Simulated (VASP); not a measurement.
# SiH4CO: single point with LDA

System: SiH4CO.

```
CELL_PARAMETERS angstrom
7.18821 0.00000 0.00000
0.00000 7.18821 0.00000
0.00000 0.00000 7.18821
ATOMIC_POSITIONS crystal
O 0.18348 0.57688 0.32649
O 0.84697 0.47272 0.96877
O 0.63963 0.55693 0.30099
O 0.60155 0.21861 0.52259
O 0.24197 0.85146 0.99025
C 0.30106 0.47622 0.34870
C 0.89854 0.37126 0.07906
C 0.77893 0.52244 0.37855
C 0.71079 0.27302 0.61817
C 0.38352 0.78793 0.03094
Si 0.28636 0.50246 0.83195
Si 0.03903 0.99811 0.26121
Si 0.72640 0.78750 0.68214
Si 0.57496 0.14346 0.99272
Si 0.23477 0.08083 0.67022
H 0.32711 0.46319 0.03852
H 0.19663 0.30031 0.80311
H 0.12148 0.62359 0.78140
H 0.43986 0.55175 0.70102
H 0.14909 0.11985 0.14351
H 0.90650 0.87791 0.15153
H 0.14063 0.88533 0.40868
H 0.91160 0.12213 0.36698
H 0.58379 0.92105 0.72662
H 0.64707 0.60478 0.65364
H 0.79093 0.85484 0.48721
H 0.86538 0.79881 0.83647
H 0.59641 0.23641 0.17679
H 0.51416 0.94915 0.06602
H 0.53058 0.30002 0.88295
H 0.77169 0.09872 0.94093
H 0.37658 0.94428 0.59931
H 0.34477 0.11029 0.84775
H 0.23739 0.22463 0.52919
H 0.06251 0.97677 0.69867
```

```yaml
Program: VASP 6.6.1
Task: single point
Functional: LDA
Potentials_or_basis: VASP PAW LDA potentials, release 64 (O_h, C_h, Si, H_h)
Cutoff: 1000 eV
k_mesh: 1 × 1 × 1
Occupations: fermi-dirac, width 0.05 eV
Spin: no spin polarisation
```

| Item | Value |
| --- | --- |
| Pressure | 4.3 GPa |
| Largest force | 3.823 eV/Å |
| Band gap on the k mesh | 2.83 eV |

Forces in eV/Å, atoms in the order of the input:
```
O   -0.629  0.370  0.069
O    0.377 -0.370  0.411
O    3.335 -0.577  1.637
O   -1.642 -0.792 -1.210
O   -0.401 -0.259 -0.058
C    0.212 -0.485  0.171
C   -0.141  0.669 -0.653
C   -3.086  1.024 -2.011
C    1.626  0.566  1.079
C    0.149 -0.315 -0.096
Si  -1.152 -1.097  0.775
Si  -1.163 -0.244  0.938
Si   1.573  0.730 -0.690
Si   1.340 -0.622  1.546
Si   0.784 -0.994 -0.382
H   -0.152  0.405 -0.758
H    0.202  1.195  0.184
H    0.178 -0.256  0.158
H   -0.076 -0.310  0.207
H    0.590  0.492 -0.363
H    0.311 -0.149 -0.005
H   -0.073  0.243 -0.616
H    0.018  0.179  0.106
H   -0.872  0.430  0.475
H   -0.065 -0.668  0.169
H    0.082 -0.202  0.803
H    0.079 -0.127 -0.200
H   -0.160  0.018  0.186
H   -0.063 -0.081 -0.245
H   -0.359  1.401 -1.108
H   -0.039 -0.103 -0.166
H   -0.251 -0.216 -0.372
H    0.319 -0.427  0.563
H   -0.216  0.354 -0.761
H   -0.636  0.218  0.216
```

Stress tensor (GPa, compression positive):
```
 3.19  0.84 -1.50
 0.84  7.05  1.39
-1.50  1.39  2.74
```

Levels at points of the mesh, in eV from the valence-band top:
| k point | band 41 | band 42 | band 43 | band 44 | band 45 | band 46 | band 47 | band 48 | band 49 | band 50 |
| --- | --- | --- | --- | --- | --- | --- | --- | --- | --- | --- |
| (0.00, 0.00, 0.00) | -1.35 | -1.12 | -0.91 | -0.35 | 0.00 | 2.83 | 2.97 | 3.29 | 3.56 | 3.87 |

Wall time 59 s on 1 thread of Intel(R) Xeon(R) Platinum 8488C (Sapphire Rapids), on a shared host, peak memory 0.71 GiB.

Caveat: the k points lie up to 0.87 Å⁻¹ apart, too coarse for converged energies, forces and pressures; the atoms stand as in a frame of molecular dynamics.
